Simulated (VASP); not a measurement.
# Gd (Im-3m) in VASP: notebook, part 2 of 2

VASP 6.6.1. Earlier steps stand in the parts before.

**3. Single point, PBE, collinear spin, ferromagnetic start**

This run uses another cell than the first one, of 31.22 Å³/atom, 0.940 times its volume.

Contents of INCAR:

```
PREC     = Accurate       # precision mode
ENCUT    = 520            # plane-wave cutoff, eV
EDIFF    = 1E-7           # SCF threshold, eV
ISMEAR   = -1             # smearing method
SIGMA    = 0.05           # smearing width, eV
LREAL    = F              # projectors in reciprocal space
LASPH    = T              # aspherical terms in the spheres
NELM     = 150            # most SCF steps
ALGO     = Fast           # electronic algorithm
ISIF     = 2              # what is computed and relaxed
LWAVE    = F              # write WAVECAR
LCHARG   = F              # write CHGCAR
ISPIN    = 2              # spin polarisation
MAGMOM   = 7              # initial moments
LORBIT   = 11             # projections on sites
LMAXMIX  = 6              # l up to which the mixer works
GGA      = PE             # functional
NBANDS   = 19             # bands
```

Contents of KPOINTS:

```
Automatic mesh
0
Gamma
  9 9 9
```

Contents of POSCAR:

```
Gd
1.0
   -1.9836618701      1.9836618701      1.9836618701
    1.9836618701     -1.9836618701      1.9836618701
    1.9836618701      1.9836618701     -1.9836618701
Gd
1
Direct
    0.0000000000      0.0000000000      0.0000000000
```

Potentials or basis: VASP PAW PBE potentials, release 64 (Gd).

Launch:

```console
> cat potpaw_PBE.64/Gd/POTCAR > POTCAR
> mpirun -np 1 vasp_std > vasp.out
```

OUTCAR:

```text
PREC = Accurate
   ENCUT = 520
   EDIFF = 1E-7
   ISMEAR = -1
   LREAL = F
   LASPH = T
   NELM = 150
   ISIF = 2
   ISPIN = 2
   LORBIT = 11
   GGA = PE

 ion  position               nearest neighbor table
   1  0.000  0.000  0.000-

  LATTYP: Found a body centered cubic cell.
 ALAT       =     3.9673237402

  Lattice vectors:

 A1 = (  -1.9836618701,   1.9836618701,   1.9836618701)
 A2 = (   1.9836618701,  -1.9836618701,   1.9836618701)
 A3 = (   1.9836618701,   1.9836618701,  -1.9836618701)

Analysis of symmetry for initial positions (statically):
=====================================================================
 Subroutine PRICEL returns:
 Original cell was already a primitive cell.

 Routine SETGRP: Setting up the symmetry group for a
 body centered cubic supercell.

 Subroutine GETGRP returns: Found 48 space group operations
 (whereof 48 operations were pure point group operations)
 out of a pool of 48 trial point group operations.

The static configuration has the point symmetry O_h .

Analysis of symmetry for dynamics (positions and initial velocities):
=====================================================================
 Subroutine PRICEL returns:
 Original cell was already a primitive cell.

 Routine SETGRP: Setting up the symmetry group for a
 body centered cubic supercell.

 Subroutine GETGRP returns: Found 48 space group operations
 (whereof 48 operations were pure point group operations)
 out of a pool of 48 trial point group operations.

The dynamic configuration has the point symmetry O_h .

Analysis of structural, dynamic, and magnetic symmetry:
=====================================================================
 Subroutine PRICEL returns:
 Original cell was already a primitive cell.

 Routine SETGRP: Setting up the symmetry group for a
 body centered cubic supercell.

 Subroutine GETGRP returns: Found 48 space group operations
 (whereof 48 operations were pure point group operations)
 out of a pool of 48 trial point group operations.

The overall configuration has the point symmetry O_h .

 Subroutine INISYM returns: Found 48 space group operations
 (whereof 48 operations are pure point group operations),
 and found     1 'primitive' translations

----------------------------------------------------------------------------------------

                                     Primitive cell

  volume of cell :      31.2222

  direct lattice vectors                    reciprocal lattice vectors
    -1.983661870  1.983661870  1.983661870     0.000000000  0.252059087  0.252059087
     1.983661870 -1.983661870  1.983661870     0.252059087  0.000000000  0.252059087
     1.983661870  1.983661870 -1.983661870     0.252059087  0.252059087  0.000000000

  length of vectors
     3.435803144  3.435803144  3.435803144     0.356465379  0.356465379  0.356465379

  position of ions in fractional coordinates (direct lattice)
     0.000000000  0.000000000  0.000000000

  ion indices of the primitive-cell ions
   primitive index   ion index
                 1           1

----------------------------------------------------------------------------------------

 KPOINTS: Automatic mesh

[... 46 lines left out ...]
 -0.333333  0.444444  0.111111     48.000000
 -0.444444 -0.444444  0.111111     24.000000
 [... further k-points ...]
   k-points           NKPTS =     35   k-points in BZ     NKDIM =     35   number of bands    NBANDS=     19
   number of dos      NEDOS =    301   number of ions     NIONS =      1
   total plane-waves  NPLWV =  21952
   dimension x,y,z NGX =    28 NGY =   28 NGZ =   28
   dimension x,y,z NGXF=    56 NGYF=   56 NGZF=   56
   ions per type =               1
   NGX,Y,Z   is equivalent  to a cutoff of  13.55, 13.55, 13.55 a.u.
   NGXF,Y,Z  is equivalent  to a cutoff of  27.10, 27.10, 27.10 a.u.
 SYSTEM =  unknown system
   PREC   = accura    normal or accurate (medium, high low for compatibility)
   ISTART =      0    job   : 0-new  1-cont  2-samecut
   ICHARG =      2    charge: 1-file 2-atom 10-const
   ISPIN  =      2    spin polarized calculation?
   LNONCOLLINEAR =      F non collinear calculations
   LSORBIT =      F    spin-orbit coupling
   LASPH  =      T    aspherical Exc in radial PAW
   ENCUT  =  520.0 eV  38.22 Ry    6.18 a.u.   6.39  6.39  6.39*2*pi/ulx,y,z
   NELM   =    150;   NELMIN=  2; NELMDL= -5     # of ELM steps
   EDIFF  = 0.1E-06   stopping-criterion for ELM
   LREAL  =      F    real-space projection
   EDIFFG = 0.1E-05   stopping-criterion for IOM
   NSW    =      0    number of steps for IOM
   IBRION =     -1    ionic relax: 0-MD 1-quasi-New 2-CG
   NFREE  =      0    steps in history (QN), initial steepest desc. (CG)
   ISIF   =      2    stress and relaxation
   ISYM   =      2    0-nonsym 1-usesym 2-fastsym
   POTIM  = 0.5000    time-step for ionic-motion
   TEBEG  =    0.0;   TEEND  =   0.0 temperature during run
   PSTRESS=    0.0 pullay stress
   NELECT =      18.0000    total number of electrons
   NUPDOWN=      -1.0000    fix difference up-down
   EMIN   =  10.00;   EMAX   =-10.00  energy-range for DOS
   EFERMI =   0.00;   METHOD = LEGACY
   ISMEAR =    -1;   SIGMA  =   0.05  broadening in eV -4-tet -1-fermi 0-gaus
   EFERMI_NEDOS =   21; number of points for ismear=-14 and -15
   IALGO  =     68    algorithm
   IMIX   =      4    mixing-type and parameters
     AMIX     =   0.40;   BMIX     =  1.00
     AMIX_MAG =   1.60;   BMIX_MAG =  1.00
  volume/ion in A,a.u.               =      31.22       210.70
  Fermi-wavevector in a.u.,A,eV,Ry     =   1.362526  2.574800 25.258892  1.856476
  Thomas-Fermi vector in A             =   2.489008
   LORBIT       =     11    0 simple, 1 ext, 2 COOP (PROOUT), +10 PAW based schemes
   GGA     = PE    functional components
   LHFCALC =     F    Hartree Fock is set to
   AEXX    =    0.0000 exact exchange contribution
   IVDW    =     0    specifies the selected vdW correction
   LEPSILON=     F    determine dielectric tensor
   LRPA    =     F    only Hartree local field effects (RPA)
 spin polarized calculation
 RMM-DIIS sequential band-by-band and
  energy-cutoff  :      520.00
  volume of cell :       31.22
 maximum number of plane-waves:       887
 NGX is ok and might be reduce to    28
   NGX = 13   NGY = 13   NGZ = 13

 number of electron      17.9999994 magnetization       7.5784463

 Free energy of the ion-electron system (eV)
  ---------------------------------------------------
  ext. energy  EPLUGINS =         0.00000000
  ---------------------------------------------------
  free energy    TOTEN  =       -11.60921793 eV

  energy without entropy =      -11.59631850  energy(sigma->0) =      -11.60276821

 E-fermi :   3.2779     XC(G=0): -10.2357

 val. band max:        3.2642729224   @ k =  -0.4444   0.4444   0.2222
 cond. band min:       3.3115783462   @ k =  -0.3333  -0.4444   0.1111
 fundamental gap:      0.0473054238
 Fermi energy:         3.2779372427

 spin component 1

 k-point     1 :       0.0000    0.0000    0.0000
  band No.  band energies     occupation
      1     -41.9532      1.00000
      2     -18.9119      1.00000
      3     -18.9119      1.00000
      4     -18.9119      1.00000
      5      -1.8871      1.00000
      6      -1.5870      1.00000
[... 517 lines left out ...]
     18      11.5383      0.00000
     19      14.3987      0.00000

 [... further k-points ...]

 spin component 2

 k-point     1 :       0.0000    0.0000    0.0000
  band No.  band energies     occupation
      1     -38.7178      1.00000
      2     -16.5062      1.00000
      3     -16.5062      1.00000
      4     -16.5062      1.00000
      5      -1.0110      1.00000
      6       3.6905      0.00026
[... 517 lines left out ...]
     18      12.9485      0.00000
     19      15.3593      0.00000

 [... further k-points ...]
[... 5 lines left out ...]
  --------------------------------------------------------------------------------------
  -------------------------------------------------------------------------------------
  Total        0.4596232      0.4596232      0.4596232     -0.0000000     -0.0000000      0.0000000
  in kB       23.5857428     23.5857428     23.5857428     -0.0000000     -0.0000000      0.0000000
  external PRESSURE =      23.5857428 kB  Pullay stress =       0.0000000 kB

 VOLUME and BASIS-vectors are now :
 -----------------------------------------------------------------------------
  energy-cutoff  :      520.00
  volume of cell :       31.22
      direct lattice vectors                 reciprocal lattice vectors
    -1.983661870  1.983661870  1.983661870     0.000000000  0.252059087  0.252059087
     1.983661870 -1.983661870  1.983661870     0.252059087  0.000000000  0.252059087
     1.983661870  1.983661870 -1.983661870     0.252059087  0.252059087  0.000000000

 POSITION                                       TOTAL-FORCE (eV/Angst)
 -----------------------------------------------------------------------------------
      0.00000      0.00000      0.00000         0.000000      0.000000     -0.000000
 -----------------------------------------------------------------------------------
    total drift:                                0.000000     -0.000000     -0.000000

  FREE ENERGIE OF THE ION-ELECTRON SYSTEM (eV)
  ---------------------------------------------------
  free  energy   TOTEN  =       -11.6092179253 eV

  energy  without entropy=      -11.5963184986  energy(sigma->0) =      -11.60276821

 total charge

# of ion       s       p       d       f       tot
--------------------------------------------------
    1        2.076   5.558   0.618   6.977  15.228

 magnetization (x)

# of ion       s       p       d       f       tot
--------------------------------------------------
    1        0.002  -0.058   0.234   6.819   6.997
```

It took 95 s on 1 thread of Intel Xeon 6975P-C (Granite Rapids), shared host; peak memory 0.2 GiB.

Results:

- Free energy: -11.6092 eV
- Pressure: 2.4 GPa
- Net moment: 7.58 μB per cell
- Site moments: Gd +7.00 μB
- Valence electrons inside the program's atomic spheres: Gd 15.23

Levels at points of the mesh, in eV from the Fermi level:
Spin up:
| k point | band 9 | band 10 | band 11 | band 12 | band 13 | band 14 | band 15 | band 16 | band 17 | band 18 |
| --- | --- | --- | --- | --- | --- | --- | --- | --- | --- | --- |
| (0.00, 0.00, 0.00) | -4.72 | -4.72 | -4.72 | -4.68 | 1.33 | 1.33 | 1.33 | 3.70 | 3.70 | 10.68 |
Spin down:
```
           k point  band 3  band 4  band 5  band 6  band 7  band 8
(0.00, 0.00, 0.00)  -19.78  -19.78   -4.29    0.41    0.41    0.41
```

Caveat: spin-orbit coupling is left out, which moves the levels of the heavy elements.

**4. Single point, PBE, collinear spin, ferromagnetic start**

This run uses another cell than the first one, of 31.89 Å³/atom, 0.960 times its volume.

Contents of INCAR:

```
PREC     = Accurate       # precision mode
ENCUT    = 520            # plane-wave cutoff, eV
EDIFF    = 1E-6           # SCF threshold, eV
ISMEAR   = -1             # smearing method
SIGMA    = 0.05           # smearing width, eV
LREAL    = False          # projectors in reciprocal space
LASPH    = True           # aspherical terms in the spheres
NELM     = 150            # most SCF steps
ALGO     = Fast           # electronic algorithm
ISIF     = 2              # what is computed and relaxed
LWAVE    = False          # write WAVECAR
LCHARG   = True           # write CHGCAR
ISPIN    = 2              # spin polarisation
MAGMOM   = 7              # initial moments
LORBIT   = 11             # projections on sites
LMAXMIX  = 6              # l up to which the mixer works
GGA      = PE             # functional
LELF     = True           # ELF
LVHAR    = True         
NBANDS   = 19             # bands
```

KPOINTS is that of step 3.

Contents of POSCAR:

```
Gd
1.0
   -1.9976317802      1.9976317802      1.9976317802
    1.9976317802     -1.9976317802      1.9976317802
    1.9976317802      1.9976317802     -1.9976317802
Gd
1
Direct
    0.0000000000      0.0000000000      0.0000000000
```

Launch:

```console
> cat potpaw_PBE.64/Gd/POTCAR > POTCAR
> mpirun -np 1 vasp_std > vasp.out
```

Wall time 88 s (1 thread of Intel Xeon 6975P-C (Granite Rapids), shared host); peak memory 0.2 GiB.

The run converged. Its results:

```yaml
Free_energy: -11.6170 eV
Pressure: 1.4 GPa
Net_moment: 7.59 μB per cell
Site_moments: Gd +7.00 μB
Valence_electrons_inside_the_program's_atomic_spheres: Gd 15.22
```

Levels at points of the mesh, in eV from the Fermi level:
Spin up:
```tsv
k point	band 9	band 10	band 11	band 12	band 13	band 14	band 15	band 16	band 17	band 18
(0.00, 0.00, 0.00)	-4.75	-4.75	-4.75	-4.72	1.31	1.31	1.31	3.64	3.64	10.58
```
Spin down:
| k point | band 3 | band 4 | band 5 | band 6 | band 7 | band 8 |
| --- | --- | --- | --- | --- | --- | --- |
| (0.00, 0.00, 0.00) | -19.84 | -19.84 | -4.27 | 0.39 | 0.39 | 0.39 |

Caveat: spin-orbit coupling is left out, which moves the levels of the heavy elements. The state reached can hang on the start; a lower one may exist.

**5. The runs side by side**

| cell | further INCAR settings | gap on the mesh (eV) | pressure (GPa) | moment (μB) |
| --- | --- | --- | --- | --- |
| a = 3.507 Å, angles 109.5°, 1 atom | ALGO = Fast; EDIFF = 1e-06; NBANDS = 19 | none | 0.0 | 7.60 |
| a = 3.436 Å, angles 109.5°, 1 atom | ALGO = Fast; EDIFF = 1e-07; NBANDS = 19 | none | 2.4 | 7.58 |
| a = 3.460 Å, angles 109.5°, 1 atom | ALGO = Fast; EDIFF = 1e-06; NBANDS = 19 | none | 1.4 | 7.59 |

Alike in all rows: task single point; level PBE; potentials or basis VASP PAW PBE potentials, release 64 (Gd); spin collinear, ferromagnetic start; k mesh 9 × 9 × 9; cutoff (eV) 520; smearing fermi-dirac 0.05 eV.

Caveats: spin-orbit coupling is left out, which moves the levels of the heavy elements.

Total energies depend on the potentials used, so only differences within one code and one set of settings carry meaning.
